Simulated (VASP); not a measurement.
# In (Im-3m) in VASP: notebook, part 2 of 2

VASP 6.6.1.

**4. Single point, PBE**

This run uses another cell than the first one, of 28.11 Å³/atom, 1.113 times its volume.

INCAR

```
PREC = Accurate
ENCUT = 500
EDIFF = 1E-6
ISMEAR = -1
SIGMA = 0.1
LREAL = F
LASPH = T
NELM = 120
ALGO = Normal
ISIF = 2
LWAVE = F
LCHARG = F
GGA = PE
NBANDS = 12
GGA_COMPAT = F
```

KPOINTS

```
Automatic mesh
0
Gamma
  9 9 9
```

POSCAR

```
In
1.0
   -1.9154141658      1.9154141658      1.9154141658
    1.9154141658     -1.9154141658      1.9154141658
    1.9154141658      1.9154141658     -1.9154141658
In
1
Direct
    0.0000000000      0.0000000000      0.0000000000
```

Potentials or basis: VASP PAW PBE potentials, release 64 (In_d).

Launch:

```console
$ cat potpaw_PBE.64/In_d/POTCAR > POTCAR
$ mpirun -np 1 vasp_std > vasp.out
```

OUTCAR:

```text
PREC = Accurate
   ENCUT = 500
   EDIFF = 1E-6
   ISMEAR = -1
   LREAL = F
   LASPH = T
   NELM = 120
   ISIF = 2
   GGA = PE

 ion  position               nearest neighbor table
   1  0.000  0.000  0.000-

  LATTYP: Found a body centered cubic cell.
 ALAT       =     3.8308283316

  Lattice vectors:

 A1 = (  -1.9154141658,   1.9154141658,   1.9154141658)
 A2 = (   1.9154141658,  -1.9154141658,   1.9154141658)
 A3 = (   1.9154141658,   1.9154141658,  -1.9154141658)

Analysis of symmetry for initial positions (statically):
=====================================================================
 Subroutine PRICEL returns:
 Original cell was already a primitive cell.

 Routine SETGRP: Setting up the symmetry group for a
 body centered cubic supercell.

 Subroutine GETGRP returns: Found 48 space group operations
 (whereof 48 operations were pure point group operations)
 out of a pool of 48 trial point group operations.

The static configuration has the point symmetry O_h .

Analysis of symmetry for dynamics (positions and initial velocities):
=====================================================================
 Subroutine PRICEL returns:
 Original cell was already a primitive cell.

 Routine SETGRP: Setting up the symmetry group for a
 body centered cubic supercell.

 Subroutine GETGRP returns: Found 48 space group operations
 (whereof 48 operations were pure point group operations)
 out of a pool of 48 trial point group operations.

The dynamic configuration has the point symmetry O_h .

 Subroutine INISYM returns: Found 48 space group operations
 (whereof 48 operations are pure point group operations),
 and found     1 'primitive' translations

----------------------------------------------------------------------------------------

                                     Primitive cell

  volume of cell :      28.1092

  direct lattice vectors                    reciprocal lattice vectors
[... 107 lines left out ...]
  Fermi-wavevector in a.u.,A,eV,Ry     =   1.266018  2.392427 21.807444  1.602802
  Thomas-Fermi vector in A             =   2.399241
   LORBIT       =      0    0 simple, 1 ext, 2 COOP (PROOUT), +10 PAW based schemes
   GGA     = PE    functional components
   LHFCALC =     F    Hartree Fock is set to
   AEXX    =    0.0000 exact exchange contribution
   IVDW    =     0    specifies the selected vdW correction
   LEPSILON=     F    determine dielectric tensor
   LRPA    =     F    only Hartree local field effects (RPA)
 non-spin polarized calculation
  energy-cutoff  :      500.00
  volume of cell :       28.11
 maximum number of plane-waves:       727
   NGX = 13   NGY = 13   NGZ = 13

 number of electron      13.0000008 magnetization

 Free energy of the ion-electron system (eV)
  ---------------------------------------------------
  ext. energy  EPLUGINS =         0.00000000
  ---------------------------------------------------
  free energy    TOTEN  =        -2.56042108 eV

  energy without entropy =       -2.54138794  energy(sigma->0) =       -2.55090451

 E-fermi :   6.7967     XC(G=0):  -9.9170

 val. band max:        6.7602740916   @ k =   0.2222   0.2222   0.1111
 cond. band min:       6.8156960031   @ k =  -0.3333   0.4444   0.1111
 fundamental gap:      0.0554219115
 Fermi energy:         6.7966828406

 k-point     1 :       0.0000    0.0000    0.0000
  band No.  band energies     occupation
      1      -7.8667      2.00000
      2      -7.8667      2.00000
      3      -7.8667      2.00000
      4      -7.6359      2.00000
      5      -7.6359      2.00000
      6      -2.3215      2.00000
      7      17.0863      0.00000
      8      17.0863      0.00000
      9      17.0863      0.00000
     10      19.5218      0.00000
     11      19.5218      0.00000
     12      19.5218      0.00000
[... 331 lines left out ...]
 k-point    24 :      -0.4444   -0.4444    0.1111
  band No.  band energies     occupation
      1      -7.8744      2.00000
      2      -7.8297      2.00000
      3      -7.7209      2.00000
      4      -7.6547      2.00000
      5      -7.5184      2.00000
      6       3.4451      2.00000
      7       4.6721      2.00000
      8       9.1238      0.00000
      9      13.5649      0.00000
     10      17.0496      0.00000
     11      19.0008      0.00000
     12      19.2340      0.00000

 [... further k-points ...]
[... 5 lines left out ...]
  --------------------------------------------------------------------------------------
  -------------------------------------------------------------------------------------
  Total       -0.0351227     -0.0351227     -0.0351227     -0.0000000      0.0000000      0.0000000
  in kB       -2.0019354     -2.0019354     -2.0019354     -0.0000000      0.0000000      0.0000000
  external PRESSURE =      -2.0019354 kB  Pullay stress =       0.0000000 kB

 VOLUME and BASIS-vectors are now :
 -----------------------------------------------------------------------------
  energy-cutoff  :      500.00
  volume of cell :       28.11
      direct lattice vectors                 reciprocal lattice vectors
    -1.915414166  1.915414166  1.915414166     0.000000000  0.261040149  0.261040149
     1.915414166 -1.915414166  1.915414166     0.261040149  0.000000000  0.261040149
     1.915414166  1.915414166 -1.915414166     0.261040149  0.261040149  0.000000000

 POSITION                                       TOTAL-FORCE (eV/Angst)
 -----------------------------------------------------------------------------------
      0.00000      0.00000      0.00000         0.000000     -0.000000     -0.000000
 -----------------------------------------------------------------------------------
    total drift:                                0.000000      0.000000      0.000000

  FREE ENERGIE OF THE ION-ELECTRON SYSTEM (eV)
  ---------------------------------------------------
  free  energy   TOTEN  =        -2.5604210804 eV

  energy  without entropy=       -2.5413879415  energy(sigma->0) =       -2.55090451
```

stdout:

```text
POSCAR found type information on POSCAR In
 POSCAR found :  1 types and       1 ions
 scaLAPACK will be used
 LDA part: xc-table for (Slater+PW92), standard interpolation
 POSCAR, INCAR and KPOINTS ok, starting setup
 FFT: planning ... GRIDC
 FFT: planning ... GRID_SOFT
 FFT: planning ... GRID
 WAVECAR not read
 entering main loop
```

It took 6.9 s on 1 thread of Intel Xeon Platinum 8488C (Sapphire Rapids), shared host; peak memory 0.13 GiB.

What came out:

- Free energy: -2.5604 eV
- Pressure: -0.2 GPa

Caveat: spin-orbit coupling is left out, which moves the levels of the heavy elements.

**5. Summary**

```tsv
cell	gap on the mesh (eV)	pressure (GPa)
a = 3.202 Å, angles 109.5°, 1 atom	none	4.4
a = 3.289 Å, angles 109.5°, 1 atom	none	0.7
a = 3.318 Å, angles 109.5°, 1 atom	none	-0.2
```

Alike in all rows: task single point; level PBE; potentials or basis VASP PAW PBE potentials, release 64 (In_d); no spin polarisation; k mesh 9 × 9 × 9; cutoff (eV) 500; smearing fermi-dirac 0.1 eV.

Caveats: spin-orbit coupling is left out, which moves the levels of the heavy elements.

Total energies depend on the potentials used, so only differences within one code and one set of settings carry meaning.
